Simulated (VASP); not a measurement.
Here is a VASP 6.6.1 calculation.

Contents of INCAR:

```
SYSTEM = LiCl
ALGO = Normal
EDIFF = 1E-6
ENCUT = 520
GGA = PE
ISIF = 2
ISMEAR = 0
LASPH = .True.
LCHARG = .False.
LREAL = .False.
LWAVE = .False.
NBANDS = 12
NELM = 60
PREC = Accurate
SIGMA = 0.01
```

KPOINTS

```
k-points
0
Gamma
  6 6 6
  0 0 0
```

The input POSCAR:

```
LiCl
1.0
    3.2810462808      0.0000000000      0.0000000000
    0.0000000000      3.2810462808      0.0000000000
    0.0000000000      0.0000000000      3.2810462808
Li Cl
1 1
Direct
    0.0000000000      0.0000000000      0.0000000000
    0.5000000000      0.5000000000      0.5000000000
```

Potentials or basis: VASP PAW PBE potentials, release 64 (Li_sv, Cl).

Command:

```console
$ cat potpaw_PBE.64/Li_sv/POTCAR potpaw_PBE.64/Cl/POTCAR > POTCAR
$ mpirun -np 1 vasp_std > vasp.out
```

Q: Estimate the band gap on the k mesh.

A: 4.40 eV, indirect (least direct gap 5.20 eV).

 A k mesh can miss the band edges.
